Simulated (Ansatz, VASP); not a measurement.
Two plane-wave programs on Pb

File INCAR:

```
SYSTEM = Pb
  PREC = Accurate
  ENCUT = 520
  EDIFF = 1E-6
  ISMEAR = -1
  SIGMA = 0.05
  LREAL = .FALSE.
  LASPH = .TRUE.
  NELM = 80
  ALGO = Fast
  ISIF = 2
  LWAVE = .FALSE.
  LCHARG = .FALSE.
  GGA = PS
  NBANDS = 13
```

Contents of KPOINTS:

```
Automatic mesh
0
G
  8 8 8
  0 0 0
```

Contents of POSCAR:

```
Pb
1.0
   -1.9796595667      1.9796595667      1.9994561624
    1.9796595667     -1.9796595667      1.9994561624
    1.9796595667      1.9796595667     -1.9994561624
Pb
1
Direct
    0.0000000000      0.0000000000      0.0000000000
```

input.yaml

```yaml
crystal:
  lattice:
    - [-1.9796595667, 1.9796595667, 1.9994561624]
    - [1.9796595667, -1.9796595667, 1.9994561624]
    - [1.9796595667, 1.9796595667, -1.9994561624]
  atoms:
    - { symbol: Pb, position: [0.0, 0.0, 0.0] }
hamiltonian:
  xc: pbesol
  pseudopotentials: { kind: paw }
kpoints:
  mp_grid: { grid: [8, 8, 8] }
scf:
  occupations: { method: fermi_dirac, width: 0.05 }
output:
  forces: true
  stress: true
  eigenvalues: true
  write_density: true
  write_potential: true
  elf: true
  volumetric_format: npy
```

Alike in both runs: task single point; functional PBEsol; k mesh 8 × 8 × 8; occupations fermi-dirac, width 0.05 eV; no spin polarisation.

```csv
,VASP,Ansatz
version,VASP 6.6.1,Ansatz 0.2.0
potentials or method,"VASP PAW PBE potentials, release 64 (Pb_d)",Ansatz PAW
plane-wave cutoff (eV),520,420
valence electrons in the cell,14,14
```

Ansatz gave:

- gap on the k mesh at the Fermi level (eV): none
- pressure (GPa): -1.8
- traceless stress, the component that is largest in VASP (GPa): 0.30

Question: Which values does VASP return?

Answer: gap on the k mesh at the Fermi level (eV): none; pressure (GPa): -1.9; traceless stress, the component that is largest in VASP (GPa): 0.30.

VASP's potentials were made for PBE, not for PBEsol. A gap of «none» marks a metal or a gap that the smearing closes.

Spin-orbit coupling is off throughout.
